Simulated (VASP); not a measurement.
# Cu (P4/mmm) in VASP: single point with LDA

Aim: the single point of Cu with LDA.

All numbers are computed with VASP 6.6.1; they aren't measurements. Logs are shortened: lines on timing, memory, paths and dates and some standing lists are left out, and cuts for length are marked.

### Step 1. The cell of the first run

The structure is tetragonal, space group P4/mmm (No. 123). Conventional cell: a = 2.778 Å, b = 2.778 Å, c = 7.513 Å, α = 90.00°, β = 90.00°, γ = 90.00°. Within 3.7 Å of Cu (site symmetry 4/mmm) lie 4 Cu at 2.78 Å.

### Step 2. Single point, LDA

Contents of INCAR:

```
ALGO = Normal ; EDIFF = 1E-7
ENCUT = 520 ; GGA = CA
ISIF = 2 ; ISMEAR = 1
LASPH = True ; LCHARG = False
LREAL = False ; LWAVE = False
NBANDS = 12 ; NELM = 100
PREC = Accurate ; SIGMA = 0.1
```

Contents of KPOINTS:

```
k-points
0
Gamma
  8 8 3
```

Contents of POSCAR:

```
Cu
1.0
    2.7784050000      0.0000000000      0.0000000000
    0.0000000000      2.7784050000      0.0000000000
    0.0000000000      0.0000000000      7.5134030000
Cu
1
Direct
    0.0000000000      0.0000000000      0.0000000000
```

Potentials or basis: VASP PAW LDA potentials, release 64 (Cu).

Started as:

```sh
cat potpaw_LDA.64/Cu/POTCAR > POTCAR
mpirun -np 1 vasp_std > vasp.out
```

OUTCAR:

```text
EDIFF = 1E-7
   ENCUT = 520
   GGA = CA
   ISIF = 2
   ISMEAR = 1
   LASPH = True
   LREAL = False
   NELM = 100
   PREC = Accurate

 ion  position               nearest neighbor table
   1  0.000  0.000  0.000-

  LATTYP: Found a simple tetragonal cell.
 ALAT       =     2.7784050000
 C/A-ratio  =     2.7042144684

  Lattice vectors:

 A1 = (   2.7784050000,   0.0000000000,   0.0000000000)
 A2 = (   0.0000000000,   2.7784050000,   0.0000000000)
 A3 = (   0.0000000000,   0.0000000000,   7.5134030000)

Analysis of symmetry for initial positions (statically):
=====================================================================
 Subroutine PRICEL returns:
 Original cell was already a primitive cell.

 Routine SETGRP: Setting up the symmetry group for a
 simple tetragonal supercell.

 Subroutine GETGRP returns: Found 16 space group operations
 (whereof 16 operations were pure point group operations)
 out of a pool of 16 trial point group operations.

The static configuration has the point symmetry D_4h.

Analysis of symmetry for dynamics (positions and initial velocities):
=====================================================================
 Subroutine PRICEL returns:
 Original cell was already a primitive cell.

 Routine SETGRP: Setting up the symmetry group for a
 simple tetragonal supercell.

 Subroutine GETGRP returns: Found 16 space group operations
 (whereof 16 operations were pure point group operations)
 out of a pool of 16 trial point group operations.

The dynamic configuration has the point symmetry D_4h.

 Subroutine INISYM returns: Found 16 space group operations
 (whereof 16 operations are pure point group operations),
 and found     1 'primitive' translations

----------------------------------------------------------------------------------------

                                     Primitive cell

  volume of cell :      58.0000

  direct lattice vectors                    reciprocal lattice vectors
     2.778405000  0.000000000  0.000000000     0.359918730  0.000000000  0.000000000
     0.000000000  2.778405000  0.000000000     0.000000000  0.359918730  0.000000000
     0.000000000  0.000000000  7.513403000     0.000000000  0.000000000  0.133095483

  length of vectors
     2.778405000  2.778405000  7.513403000     0.359918730  0.359918730  0.133095483

  position of ions in fractional coordinates (direct lattice)
     0.000000000  0.000000000  0.000000000

  ion indices of the primitive-cell ions
   primitive index   ion index
                 1           1

----------------------------------------------------------------------------------------

 KPOINTS: k-points

Automatic generation of k-mesh.
 Grid dimensions read from file:
 generate k-points for:    8    8    3

 Generating k-lattice:

  Cartesian coordinates                     Fractional coordinates (reciprocal lattice)
     0.044989841  0.000000000  0.000000000     0.125000000  0.000000000  0.000000000
     0.000000000  0.044989841  0.000000000     0.000000000  0.125000000  0.000000000
     0.000000000  0.000000000  0.044365161     0.000000000  0.000000000  0.333333333

  Length of vectors
     0.044989841  0.044989841  0.044365161

  Shift w.r.t. Gamma in fractional coordinates (k-lattice)
     0.000000000  0.000000000  0.000000000

 Subroutine IBZKPT returns following result:
 ===========================================

 Found     30 irreducible k-points:

 Following reciprocal coordinates:
            Coordinates               Weight
  0.000000  0.000000  0.000000      1.000000
  0.125000  0.000000  0.000000      4.000000
  0.250000  0.000000  0.000000      4.000000
  0.375000  0.000000  0.000000      4.000000
  0.500000  0.000000  0.000000      2.000000
  0.125000  0.125000  0.000000      4.000000
[... 16 lines left out ...]
  0.375000  0.125000  0.333333     16.000000
  0.500000  0.125000  0.333333      8.000000
 [... further k-points ...]
   k-points           NKPTS =     30   k-points in BZ     NKDIM =     30   number of bands    NBANDS=     12
   number of dos      NEDOS =    301   number of ions     NIONS =      1
   total plane-waves  NPLWV =  32256
   dimension x,y,z NGX =    24 NGY =   24 NGZ =   56
   dimension x,y,z NGXF=    48 NGYF=   48 NGZF=  112
   ions per type =               1
   NGX,Y,Z   is equivalent  to a cutoff of  14.36, 14.36, 12.39 a.u.
   NGXF,Y,Z  is equivalent  to a cutoff of  28.72, 28.72, 24.78 a.u.
 SYSTEM =  unknown system
   PREC   = accura    normal or accurate (medium, high low for compatibility)
   ISTART =      0    job   : 0-new  1-cont  2-samecut
   ICHARG =      2    charge: 1-file 2-atom 10-const
   ISPIN  =      1    spin polarized calculation?
   LNONCOLLINEAR =      F non collinear calculations
   LSORBIT =      F    spin-orbit coupling
   LASPH  =      T    aspherical Exc in radial PAW
   ENCUT  =  520.0 eV  38.22 Ry    6.18 a.u.   5.17  5.17 13.97*2*pi/ulx,y,z
   NELM   =    100;   NELMIN=  2; NELMDL= -5     # of ELM steps
   EDIFF  = 0.1E-06   stopping-criterion for ELM
   LREAL  =      F    real-space projection
   EDIFFG = 0.1E-05   stopping-criterion for IOM
   NSW    =      0    number of steps for IOM
   IBRION =     -1    ionic relax: 0-MD 1-quasi-New 2-CG
   NFREE  =      0    steps in history (QN), initial steepest desc. (CG)
   ISIF   =      2    stress and relaxation
   ISYM   =      2    0-nonsym 1-usesym 2-fastsym
   POTIM  = 0.5000    time-step for ionic-motion
   TEBEG  =    0.0;   TEEND  =   0.0 temperature during run
   PSTRESS=    0.0 pullay stress
   NELECT =      11.0000    total number of electrons
   NUPDOWN=      -1.0000    fix difference up-down
   EMIN   =  10.00;   EMAX   =-10.00  energy-range for DOS
   EFERMI =   0.00;   METHOD = LEGACY
   ISMEAR =     1;   SIGMA  =   0.10  broadening in eV -4-tet -1-fermi 0-gaus
   EFERMI_NEDOS =   21; number of points for ismear=-14 and -15
   IALGO  =     38    algorithm
   IMIX   =      4    mixing-type and parameters
     AMIX     =   0.40;   BMIX     =  1.00
     AMIX_MAG =   1.60;   BMIX_MAG =  1.00
  volume/ion in A,a.u.               =      58.00       391.40
  Fermi-wavevector in a.u.,A,eV,Ry     =   0.940582  1.777441 12.036988  0.884694
  Thomas-Fermi vector in A             =   2.068008
   LORBIT       =      0    0 simple, 1 ext, 2 COOP (PROOUT), +10 PAW based schemes
   GGA     = CA    functional components
   LHFCALC =     F    Hartree Fock is set to
   AEXX    =    0.0000 exact exchange contribution
   IVDW    =     0    specifies the selected vdW correction
   LEPSILON=     F    determine dielectric tensor
   LRPA    =     F    only Hartree local field effects (RPA)
 non-spin polarized calculation
 Methfessel and Paxton  Order N= 1 SIGMA  =   0.10
  energy-cutoff  :      520.00
  volume of cell :       58.00
 maximum number of plane-waves:      1580
 NGX is ok and might be reduce to    24
   NGX = 11   NGY = 11   NGZ = 27

 number of electron      11.0000014 magnetization

 Free energy of the ion-electron system (eV)
  ---------------------------------------------------
  ext. energy  EPLUGINS =         0.00000000
  ---------------------------------------------------
  free energy    TOTEN  =        -2.55302849 eV

  energy without entropy =       -2.54974791  energy(sigma->0) =       -2.55193497

 E-fermi :  -2.7293     XC(G=0):  -5.1146

 val. band max:       -3.0288076273   @ k =   0.3750   0.0000   0.3333
 cond. band min:      -2.7187012264   @ k =   0.3750   0.1250   0.0000
 fundamental gap:      0.3101064010
 Fermi energy:        -2.7293090544

 k-point     1 :       0.0000    0.0000    0.0000
  band No.  band energies     occupation
      1      -6.4882      2.00000
      2      -4.7170      2.00000
      3      -3.9209      2.00000
      4      -3.5196      2.00000
      5      -3.5196      2.00000
      6      -3.4388      2.00000
      7      -0.7192      0.00000
      8       2.0302      0.00000
      9       7.9387      0.00000
     10       9.1002      0.00000
     11      12.5273      0.00000
     12      12.5273      0.00000

 k-point     2 :       0.1250    0.0000    0.0000
  band No.  band energies     occupation
      1      -6.1740      2.00000
      2      -4.6389      2.00000
      3      -3.8793      2.00000
      4      -3.6588      2.00000
      5      -3.5118      2.00000
      6      -3.4962      2.00000
      7      -0.3263      0.00000
      8       2.3183      0.00000
      9       8.2533      0.00000
     10       9.2166      0.00000
     11       9.5797      0.00000
     12      12.9064      0.00000

 k-point     3 :       0.2500    0.0000    0.0000
  band No.  band energies     occupation
      1      -5.3675      2.00000
      2      -4.3128      2.00000
      3      -3.9278      2.00000
      4      -3.7699      2.00000
      5      -3.6311      2.00000
      6      -3.4929      2.00000
      7       0.7205      0.00000
      8       3.1886      0.00000
      9       5.5339      0.00000
     10       9.0760      0.00000
     11      10.2078      0.00000
     12      11.1592      0.00000
[... 286 lines left out ...]
 k-point    23 :       0.3750    0.1250    0.3333
  band No.  band energies     occupation
      1      -4.5895      2.00000
      2      -4.1172      2.00000
      3      -3.9672      2.00000
      4      -3.6763      2.00000
      5      -3.5690      2.00000
      6      -2.7121      0.71408
      7       2.3290      0.00000
      8       2.3976      0.00000
      9       5.9401      0.00000
     10       7.5597      0.00000
     11       8.5912      0.00000
     12      10.9408      0.00000

 k-point    24 :       0.5000    0.1250    0.3333
  band No.  band energies     occupation
      1      -4.4881      2.00000
      2      -4.1937      2.00000
      3      -4.0077      2.00000
      4      -3.6209      2.00000
      5      -3.5581      2.00000
      6      -0.6275      0.00000
      7      -0.3548      0.00000
      8       3.6823      0.00000
      9       5.5949      0.00000
     10       8.0401      0.00000
     11       8.3390      0.00000
     12      10.4024      0.00000

 [... further k-points ...]
[... 5 lines left out ...]
  --------------------------------------------------------------------------------------
  -------------------------------------------------------------------------------------
  Total       -2.9814610     -2.9814610      0.0014323      0.0000000     -0.0000000      0.0000000
  in kB      -82.3591636    -82.3591636      0.0395649      0.0000000     -0.0000000      0.0000000
  external PRESSURE =     -54.8929208 kB  Pullay stress =       0.0000000 kB

 VOLUME and BASIS-vectors are now :
 -----------------------------------------------------------------------------
  energy-cutoff  :      520.00
  volume of cell :       58.00
      direct lattice vectors                 reciprocal lattice vectors
     2.778405000  0.000000000  0.000000000     0.359918730  0.000000000  0.000000000
     0.000000000  2.778405000  0.000000000     0.000000000  0.359918730  0.000000000
     0.000000000  0.000000000  7.513403000     0.000000000  0.000000000  0.133095483

 POSITION                                       TOTAL-FORCE (eV/Angst)
 -----------------------------------------------------------------------------------
      0.00000      0.00000      0.00000         0.000000      0.000000      0.000000
 -----------------------------------------------------------------------------------
    total drift:                                0.000000     -0.000000     -0.000000

  FREE ENERGIE OF THE ION-ELECTRON SYSTEM (eV)
  ---------------------------------------------------
  free  energy   TOTEN  =        -2.5530284936 eV

  energy  without entropy=       -2.5497479087  energy(sigma->0) =       -2.55193497
```

It took 13 s on 1 thread of Intel Xeon Platinum 8488C (Sapphire Rapids), shared host; peak memory 0.15 GiB.

What came out:

```
Free energy : -2.5530 eV
Pressure    : -5.5 GPa
```
